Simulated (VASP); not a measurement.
A run of VASP 6.6.1 is set up as follows.

INCAR

```
SYSTEM = Ni
ALGO = Normal
EDIFF = 1E-6
ENCUT = 520
ISIF = 2
ISMEAR = 0
ISPIN = 2
LASPH = .TRUE.
LCHARG = .TRUE.
LELF = .TRUE.
LMAXMIX = 4
LORBIT = 11
LREAL = .FALSE.
LVHAR = .TRUE.
LWAVE = .FALSE.
MAGMOM = 0.625
NBANDS = 15
NELM = 150
NUPDOWN = 0.625
PREC = Accurate
SIGMA = 0.15
```

The input KPOINTS:

```
k-points
0
G
  24 24 24
  0 0 0
```

POSCAR

```
Ni
1.0
    0.0000000000      1.7779195489      1.7779195489
    1.7779195489      0.0000000000      1.7779195489
    1.7779195489      1.7779195489      0.0000000000
Ni
1
Direct
    0.0000000000      0.0000000000      0.0000000000
```

Potentials or basis: VASP PAW LDA potentials, release 64 (Ni).

Command:

```console
$ cat potpaw_LDA.64/Ni/POTCAR > POTCAR
$ mpirun -np 1 vasp_std > vasp.out
```

(1) Predict the pressure.

Answers

(1) -21.6 GPa.

Caveat: the cell stands under tension; the total moment is fixed, so each spin has its own Fermi level.
